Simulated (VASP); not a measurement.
Set up this calculation in VASP 6.6.1, as the native input.

```
Task                   : relaxation of cell and atoms
Functional             : PBE
Dispersion             : D3(BJ)
Potentials or basis    : VASP PAW PBE potentials, release 64 (Zr_sv, B)
Cutoff                 : 500 eV
k mesh                 : 15 × 15 × 12
Occupations            : gaussian, width 0.1 eV
Spin                   : no spin polarisation
Dipole correction      : no
Further INCAR settings : ALGO = Normal; EDIFF = 1e-07; IBRION = 2; EDIFFG = -0.002; NSW = 100; ISIF = 3
```

The structure of ZrB2 (d3) lies in POSCAR:

```
ZrB2
1.0
    3.1675246600      0.0000000000      0.0000000000
   -1.5837623300      2.7431568200      0.0000000000
    0.0000000000      0.0000000000      3.5523880600
Zr B
1 2
Direct
    0.0000000000      0.0000000000      0.0000000000
    0.3333333300      0.6666666700      0.5000000000
    0.6666666700      0.3333333300      0.5000000000
```

The input as run:

INCAR

```
SYSTEM = ZrB2
PREC = Accurate
ENCUT = 500
EDIFF = 1E-7
ISMEAR = 0
SIGMA = 0.1
LREAL = .False.
LASPH = .True.
NELM = 120
ALGO = Normal
ISIF = 3
LWAVE = .False.
LCHARG = .False.
GGA = PE
IVDW = 12
IBRION = 2
NSW = 100
EDIFFG = -0.002
GGA_COMPAT = .False.
NELMIN = 4
```

KPOINTS

```
Automatic mesh
0
Gamma
  15 15 12
  0 0 0
```

Potentials or basis: VASP PAW PBE potentials, release 64 (Zr_sv, B).

Run with:

```console
$ cat potpaw_PBE.64/Zr_sv/POTCAR potpaw_PBE.64/B/POTCAR > POTCAR
$ mpirun -np 1 vasp_std > vasp.out
```

It gave:

- Relaxed volume: 10.03 Å³/atom
- Relaxed cell: a = 3.145 Å, b = 3.145 Å, c = 3.511 Å, α = 90.00°, β = 90.00°, γ = 120.00°
- Space group after relaxing (to 0.05 Å): P6/mmm (No. 191)
- Energy gained by relaxing: 5.2 meV/atom
- Ionic steps: 8
- Pressure after relaxing: 0.0 GPa
- Band gap on the k mesh: zero (band 9 reaches 11.57 eV, above the bottom of band 10 at 10.53 eV)
- Dispersion energy per atom: -0.399 eV

Caveat: pairwise dispersion overbinds metals, which lowers pressure and volume.

It took 8.3 min on 1 thread of Intel Xeon 8259CL (shared host), peak memory 0.22 GiB.
